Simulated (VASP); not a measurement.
# Na15Cl16 (a cell with a defect) in VASP: a series of runs, part 2 of 2

VASP 6.6.1.

## Step 3: Single point, PBE (atoms taken out, then relaxed in part)

Contents of INCAR:

```
PREC = Accurate
ENCUT = 520
EDIFF = 1E-7
ISMEAR = 0
SIGMA = 0.02
LREAL = Auto
LASPH = T
NELM = 60
ALGO = Normal
ISIF = 2
LWAVE = F
LCHARG = F
GGA = PE
NBANDS = 130
NELECT = 218.0
```

Contents of KPOINTS:

```
Automatic mesh
0
Gamma
  2 2 2
  0.5 0.5 0.5
```

Contents of POSCAR:

```
Na15Cl16
1.0
   -5.6941867572     -5.6941867572      5.6941867572
    5.6941867572     -5.6941867572     -5.6941867572
    5.6941867572      5.6941867572      5.6941867572
Na Cl
15 16
Direct
    0.0036448705      0.7500000000      0.2463551295
    0.4963551295      0.5036448705      0.0000000000
    0.2500000000      0.5036448705      0.2463551295
    0.0036448705      0.5036448705      0.5072897411
    0.7500000000      0.7500000000      0.5000000000
    0.4963551295      0.7500000000      0.7536448705
    0.0036448705     -0.0036448705      0.0000000000
    0.7500000000      0.2500000000      0.0000000000
    0.4963551295      0.2427102589      0.2463551295
    0.2500000000      0.2500000000      0.5000000000
    0.0036448705      0.2572897411      0.7536448705
    0.7572897411      0.5036448705      0.7536448705
    0.7427102589     -0.0036448705      0.2463551295
    0.4963551295     -0.0036448705      0.4927102589
    0.2500000000     -0.0036448705      0.7536448705
    0.2500000000      0.7500000000      0.5000000000
   -0.0107957811      0.7500000000      0.7392042189
    0.5000000000      0.5000000000      0.5000000000
    0.2500000000      0.4892042189      0.7392042189
   -0.0107957811      0.4892042189      0.0000000000
    0.7500000000      0.7500000000      0.0000000000
    0.5107957811      0.7500000000      0.2607957811
    0.0000000000      0.0000000000      0.5000000000
    0.7500000000      0.2500000000      0.5000000000
    0.5000000000      0.2500000000      0.7500000000
    0.2500000000      0.2500000000      0.0000000000
    0.0000000000      0.2500000000      0.2500000000
    0.7500000000      0.5000000000      0.2500000000
    0.7500000000      0.0000000000      0.7500000000
    0.5107957811      0.0107957811      0.0000000000
    0.2500000000      0.0107957811      0.2607957811
```

Potentials or basis: VASP PAW PBE potentials, release 64 (Na_pv, Cl).

Launch:

```sh
cat potpaw_PBE.64/Na_pv/POTCAR potpaw_PBE.64/Cl/POTCAR > POTCAR
mpirun -np 1 vasp_std > vasp.out
```

OUTCAR:

```text
PREC = Accurate
   ENCUT = 520
   EDIFF = 1E-7
   ISMEAR = 0
   LREAL = Auto
   LASPH = T
   NELM = 60
   ISIF = 2
   GGA = PE
   NELECT = 218.0

 ion  position               nearest neighbor table
   1  0.004  0.750  0.246-
   2  0.496  0.504  0.000-
   3  0.250  0.504  0.246-
   4  0.004  0.504  0.507-
   5  0.750  0.750  0.500-  17 2.72  22 2.72
   6  0.496  0.750  0.754-
   7  0.004  0.996  0.000-
   8  0.750  0.250  0.000-  20 2.72  30 2.72
   9  0.496  0.243  0.246-
  10  0.250  0.250  0.500-  19 2.72  31 2.72
  11  0.004  0.257  0.754-
  12  0.757  0.504  0.754-
  13  0.743  0.996  0.246-
  14  0.496  0.996  0.493-
  15  0.250  0.996  0.754-
  16  0.250  0.750  0.500-
  17  0.989  0.750  0.739-   5 2.72
  18  0.500  0.500  0.500-
  19  0.250  0.489  0.739-  10 2.72
  20  0.989  0.489  0.000-   8 2.72
  21  0.750  0.750  0.000-
  22  0.511  0.750  0.261-   5 2.72
  23  0.000  0.000  0.500-
  24  0.750  0.250  0.500-
  25  0.500  0.250  0.750-
  26  0.250  0.250  0.000-
  27  0.000  0.250  0.250-
  28  0.750  0.500  0.250-
  29  0.750  0.000  0.750-
  30  0.511  0.011  0.000-   8 2.72
  31  0.250  0.011  0.261-  10 2.72

  LATTYP: Found a body centered cubic cell.
 ALAT       =    11.3883735144

  Lattice vectors:

 A1 = (  -5.6941867572,  -5.6941867572,   5.6941867572)
 A2 = (   5.6941867572,  -5.6941867572,  -5.6941867572)
 A3 = (   5.6941867572,   5.6941867572,   5.6941867572)

Analysis of symmetry for initial positions (statically):
=====================================================================
 Subroutine PRICEL returns:
[... 183 lines left out ...]
  Thomas-Fermi vector in A             =   2.226255
   LORBIT       =      0    0 simple, 1 ext, 2 COOP (PROOUT), +10 PAW based schemes
   GGA     = PE    functional components
   LHFCALC =     F    Hartree Fock is set to
   AEXX    =    0.0000 exact exchange contribution
   IVDW    =     0    specifies the selected vdW correction
   LEPSILON=     F    determine dielectric tensor
   LRPA    =     F    only Hartree local field effects (RPA)
 non-spin polarized calculation
 Gauss-broadening in eV      SIGMA  =   0.02
  energy-cutoff  :      520.00
  volume of cell :      738.51
 maximum number of plane-waves:     19929
 NGX is ok and might be reduce to    80
   NGX = 37   NGY = 37   NGZ = 37

 number of electron     218.0000011 magnetization

 Free energy of the ion-electron system (eV)
  ---------------------------------------------------
  ext. energy  EPLUGINS =         0.00000000
  ---------------------------------------------------
  free energy    TOTEN  =      -103.28057578 eV

  energy without entropy =     -103.28057578  energy(sigma->0) =     -103.28057578

 E-fermi :  -0.8542     XC(G=0):  -7.9529

 val. band max:       -1.0267066377   @ k =   0.2500   0.2500   0.2500
 cond. band min:       4.6197361386   @ k =  -0.2500   0.2500   0.2500
 fundamental gap:      5.6464427762
 Fermi energy:        -0.8541911771

 k-point     1 :       0.2500    0.2500    0.2500
  band No.  band energies     occupation
      1     -22.0989      2.00000
      2     -22.0980      2.00000
      3     -22.0980      2.00000
      4     -22.0980      2.00000
      5     -22.0878      2.00000
      6     -22.0878      2.00000
[... 113 lines left out ...]
    120       7.0802      0.00000
    121       7.0802      0.00000

 k-point     2 :      -0.2500    0.2500    0.2500
  band No.  band energies     occupation
      1     -22.1031      2.00000
      2     -22.0960      2.00000
      3     -22.0960      2.00000
      4     -22.0914      2.00000
      5     -22.0911      2.00000
      6     -22.0911      2.00000
[... 113 lines left out ...]
    120       6.8099      0.00000
    121       7.1362      0.00000
 [bands above 121 left out]

------------------------ aborting loop because EDIFF is reached ----------------------------------------

  FORCE on cell =-STRESS in cart. coord.  units (eV):
  Direction    XX          YY          ZZ          XY          YZ          ZX
  --------------------------------------------------------------------------------------
  -------------------------------------------------------------------------------------
  Total        5.7611320      5.7611320      5.7611320     -0.0000000      0.0000000      0.0000000
  in kB       12.4986554     12.4986554     12.4986554     -0.0000000      0.0000000      0.0000000
  external PRESSURE =      12.4986554 kB  Pullay stress =       0.0000000 kB

 VOLUME and BASIS-vectors are now :
 -----------------------------------------------------------------------------
  energy-cutoff  :      520.00
  volume of cell :      738.51
      direct lattice vectors                 reciprocal lattice vectors
    -5.694186757 -5.694186757  5.694186757     0.000000000 -0.087808852  0.087808852
     5.694186757 -5.694186757 -5.694186757     0.087808852 -0.087808852  0.000000000
     5.694186757  5.694186757  5.694186757     0.087808852  0.000000000  0.087808852

 POSITION                                       TOTAL-FORCE (eV/Angst)
 -----------------------------------------------------------------------------------
      5.65268     -2.88860     -2.84709        -0.008219     -0.008219      0.000000
      0.04151     -5.69419     -0.04151         0.008219     -0.000000     -0.008219
      2.84709     -2.88860     -0.04151        -0.000000     -0.008219     -0.008219
      5.73570      0.00000      0.04151         0.008219      0.000000      0.008219
      2.84709     -5.69419      2.84709        -0.000000     -0.000000      0.000000
      5.73570     -2.80558      2.84709         0.008219      0.008219      0.000000
[... 23 lines left out ...]
     -2.84709     -2.97004      2.84709        -0.000000      0.015941      0.000000
      0.12295      0.00000      2.84709        -0.015941     -0.000000      0.000000
 -----------------------------------------------------------------------------------
    total drift:                                0.000005     -0.000000     -0.000005

  FREE ENERGIE OF THE ION-ELECTRON SYSTEM (eV)
  ---------------------------------------------------
  free  energy   TOTEN  =      -103.2805757764 eV

  energy  without entropy=     -103.2805757764  energy(sigma->0) =     -103.28057578
```

OSZICAR:

```text
N       E                     dE             d eps       ncg     rms          rms(c)
DAV:   1     0.255596864467E+04    0.25560E+04   -0.10123E+05   520   0.174E+03
DAV:   2     0.328856216400E+03   -0.22271E+04   -0.21496E+04   568   0.456E+02
DAV:   3    -0.807174265021E+02   -0.40957E+03   -0.40543E+03   588   0.200E+02
DAV:   4    -0.106092068354E+03   -0.25375E+02   -0.25228E+02   592   0.482E+01
DAV:   5    -0.107060156777E+03   -0.96809E+00   -0.96689E+00   648   0.997E+00    0.883E+00
DAV:   6    -0.103391212220E+03    0.36689E+01   -0.76558E+00   592   0.584E+00    0.652E+00
DAV:   7    -0.103179783276E+03    0.21143E+00   -0.18055E+00   696   0.309E+00    0.459E+00
DAV:   8    -0.103280978011E+03   -0.10119E+00   -0.20827E-01   576   0.156E+00    0.120E+00
DAV:   9    -0.103276273734E+03    0.47043E-02   -0.13276E-02   728   0.379E-01    0.368E-01
DAV:  10    -0.103280296014E+03   -0.40223E-02   -0.75640E-03   584   0.225E-01    0.163E-01
DAV:  11    -0.103280628911E+03   -0.33290E-03   -0.89164E-04   584   0.948E-02    0.958E-02
DAV:  12    -0.103280568985E+03    0.59926E-04   -0.23769E-04   680   0.355E-02    0.301E-02
DAV:  13    -0.103280578856E+03   -0.98710E-05   -0.47795E-05   608   0.155E-02    0.174E-02
DAV:  14    -0.103280574024E+03    0.48316E-05   -0.23997E-05   616   0.113E-02    0.596E-03
DAV:  15    -0.103280576423E+03   -0.23983E-05   -0.41427E-06   480   0.507E-03    0.329E-03
DAV:  16    -0.103280575822E+03    0.60033E-06   -0.22642E-07   440   0.174E-03    0.128E-03
DAV:  17    -0.103280575776E+03    0.45795E-07   -0.35716E-08   320   0.936E-04
   1 F= -.10328058E+03 E0= -.10328058E+03  d E =-.274281E-34
```

stdout:

```text
POSCAR found type information on POSCAR NaCl
 POSCAR found :  2 types and      31 ions
 scaLAPACK will be used
 LDA part: xc-table for (Slater+PW92), standard interpolation
 POSCAR, INCAR and KPOINTS ok, starting setup
 FFT: planning ... GRIDC
 FFT: planning ... GRID_SOFT
 FFT: planning ... GRID
 WAVECAR not read
 entering main loop
 the old and the new charge density differ
 old charge density:   217.00000 new  218.00000
    0.883E+00
```

It took 14 min on 1 thread of Intel Xeon 8259CL, shared host; peak memory 0.96 GiB.

What came out:

- Free energy: -103.2806 eV
- Largest force: 0.016 eV/Å

Forces in eV/Å, atoms in the order of the input:
```
Na  -0.008 -0.008  0.000
Na   0.008  0.000 -0.008
Na   0.000 -0.008 -0.008
Na   0.008  0.000  0.008
Na   0.000  0.000  0.000
Na   0.008  0.008  0.000
Na  -0.008  0.000  0.008
Na   0.000  0.000  0.000
Na  -0.008  0.008  0.000
Na   0.000  0.000  0.000
Na   0.008 -0.008  0.000
Na   0.000 -0.008  0.008
Na   0.000  0.008 -0.008
Na  -0.008  0.000 -0.008
Na   0.000  0.008  0.008
Cl   0.000  0.000  0.000
Cl   0.000  0.000  0.016
Cl   0.000  0.000  0.000
Cl   0.016  0.000  0.000
Cl   0.000 -0.016  0.000
Cl   0.000  0.000  0.000
Cl   0.000  0.000 -0.016
Cl   0.000  0.000  0.000
Cl   0.000  0.000  0.000
Cl   0.000  0.000  0.000
Cl   0.000  0.000  0.000
Cl   0.000  0.000  0.000
Cl   0.000  0.000  0.000
Cl   0.000  0.000  0.000
Cl   0.000  0.016  0.000
Cl  -0.016  0.000  0.000
```

Caveat: the cell carries a net charge on a neutralising background, which shifts energy and pressure; the cell differs from its parent crystal (atoms taken out, then relaxed in part); the cell is charged against a uniform background, so pressure and absolute levels hang on convention.
